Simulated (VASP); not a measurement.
A run of VASP 6.6.1:

INCAR

```
  PREC = Accurate
  ENCUT = 520
  EDIFF = 1E-6
  ISMEAR = 0
  SIGMA = 0.1
  LREAL = F
  LASPH = T
  NELM = 100
  ALGO = Normal
  ISIF = 2
  LWAVE = F
  LCHARG = F
  GGA = PE
  NBANDS = 16
```

File KPOINTS:

```
Automatic mesh
0
Gamma
  6 6 2
```

POSCAR

```
SiC3
1.0
    2.6962407100      0.0000000000      0.0000000000
   -1.3481203500      2.3350129500      0.0000000000
    0.0000000000      0.0000000000      8.5197689700
Si C
1 3
Direct
    0.3333333300      0.6666666700      0.0000000000
    0.3333333300      0.6666666700      0.5000000000
    0.6666666700      0.3333333300      0.2500000000
    0.6666666700      0.3333333300      0.7500000000
```

Potentials or basis: VASP PAW PBE potentials, release 64 (Si, C).

The run is started by

```sh
$ cat potpaw_PBE.64/Si/POTCAR potpaw_PBE.64/C/POTCAR > POTCAR
$ mpirun -np 1 vasp_std > vasp.out
```

Hardware: 1 thread of Intel Xeon 8259CL, with other jobs on the host.

**Question.** How long does it take, and how much memory?

**Answer.** It took 25 s on 1 thread of Intel Xeon 8259CL, on a shared host, peak memory 0.15 GiB. Counts: scf iterations 13, k points 14.
